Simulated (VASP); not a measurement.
The system is Sb.

```
Sb
1.0
     4.50666    0.00000    0.00000
     2.44723    3.78432    0.00000
     2.44723    1.33179    3.54223
Sb
2
Direct
  0.23349 0.23349 0.23349
  0.76651 0.76651 0.76651
```

- Program: VASP 6.6.1
- Task: relaxation of volume and atoms at fixed shape
- Functional: r2SCAN
- Potentials or basis: VASP PAW PBE potentials, release 64 (Sb)
- Cutoff: 600 eV
- k mesh: 7 × 7 × 7
- Occupations: fermi-dirac, width 0.05 eV
- Spin: no spin polarisation

At the start: pressure 1.9 GPa; volume 30.21 Å³/atom.

Task: Where does the relaxation end?

Result: Over 5 steps the energy falls by 6.2 meV/atom and the volume is 31.34 Å³/atom (+3.8 %); space group R-3m (No. 166, to 0.05 Å).

The path:
```tsv
step	energy change (eV)	largest force (eV/Å)	pressure (GPa)	volume (Å³)
1	0.0000	0.0356	1.86	60.41
2	-0.0055	0.2377	-1.11	63.52
3	-0.0102	0.1299	0.03	62.23
4	-0.0115	0.0843	0.02	62.39
5	-0.0124	0.0047	0.02	62.68
```

Final structure:
```
Sb
1.0
     4.56241    0.00000    0.00000
     2.47750    3.83113    0.00000
     2.47750    1.34826    3.58605
Sb
2
Direct
  0.23224 0.23224 0.23224
  0.76776 0.76776 0.76776
```

Caveat: the PAW data sets were made with another functional, which shifts forces and pressure a little.
